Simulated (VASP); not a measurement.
A run of VASP 6.6.1 is set up as follows.

POSCAR

```
Al
1.0
    2.8221979700      0.0000000000      0.0000000000
    0.0000000000      9.2620593370      0.0000000000
    0.0000000000      0.0000000000     24.7763805460
Al
18
Direct
    0.5000000000     -0.0006374581      0.3031791016
    0.5000000000      0.5006374581      0.3031791016
    0.0000000000      0.7500000000      0.3322204566
    0.5000000000      0.2500000000      0.3638206930
    0.0000000000     -0.0027900431      0.4019982352
    0.0000000000      0.5027900431      0.4019982352
    0.5000000000      0.7500000000      0.4354449544
    0.0000000000      0.2500000000      0.4649550546
    0.5000000000      0.0000000057      0.5000000006
    0.5000000000      0.4999999943      0.5000000006
    0.0000000000      0.7500000000      0.5350449472
    0.5000000000      0.2500000000      0.5645550394
    0.0000000000      0.0027900443      0.5980017630
    0.0000000000      0.4972099557      0.5980017630
    0.5000000000      0.7500000000      0.6361793021
    0.0000000000      0.2500000000      0.6677795557
    0.5000000000      0.0006374383      0.6968208982
    0.5000000000      0.4993625617      0.6968208982
```

File INCAR.step1:

```
SYSTEM = Al
PREC = Accurate
ENCUT = 520
ISMEAR = 0
SIGMA = 0.1
LREAL = Auto
LASPH = .TRUE.
NELM = 80
LDIPOL = .TRUE.
IDIPOL = 3
DIPOL = 0.5 0.5 0.500
NBANDS = 42
GGA = PE
ALGO = Normal
EDIFF = 1E-4
LWAVE = .TRUE.
LCHARG = .FALSE.
```

Contents of INCAR.step2:

```
SYSTEM = Al
PREC = Accurate
ENCUT = 520
EDIFF = 1E-6
ISMEAR = 0
SIGMA = 0.1
LREAL = Auto
LASPH = .TRUE.
NELM = 80
ALGO = Normal
ISIF = 2
LWAVE = .FALSE.
LCHARG = .FALSE.
LDIPOL = .TRUE.
IDIPOL = 3
DIPOL = 0.5 0.5 0.500
METAGGA = R2SCAN
LMIXTAU = .TRUE.
NBANDS = 42
ISTART = 1
```

Contents of KPOINTS:

```
regular mesh
0
G
  12 4 1
  0 0 0
```

Potentials or basis: VASP PAW PBE potentials, release 64 (Al).

Launch:

```console
$ cat potpaw_PBE.64/Al/POTCAR > POTCAR
$ cp INCAR.step1 INCAR
$ mpirun -np 1 vasp_std > vasp.out
$ cp INCAR.step2 INCAR
$ mpirun -np 1 vasp_std > vasp.out
```

Problem. What does it give for the band gap on the k mesh?

Solution. Zero (band 27 reaches 2.02 eV, above the bottom of band 28 at 0.63 eV).

Problem. Predict the largest force.

Solution. 0.011 eV/Å.

Forces on the atoms (eV/Å):
```
Al   0.000 -0.003  0.010
Al   0.000  0.003  0.010
Al   0.000  0.000  0.008
Al   0.000  0.000  0.010
Al   0.000  0.000  0.000
Al   0.000  0.000  0.000
Al   0.000  0.000  0.001
Al   0.000  0.000 -0.002
Al   0.000  0.000  0.000
Al   0.000  0.000  0.000
Al   0.000  0.000  0.002
Al   0.000  0.000 -0.001
Al   0.000  0.000  0.000
Al   0.000  0.000  0.000
Al   0.000  0.000 -0.010
Al   0.000  0.000 -0.008
Al   0.000  0.003 -0.010
Al   0.000 -0.003 -0.010
```

Caveat: the PAW data sets were made with another functional, which shifts forces and pressure a little.
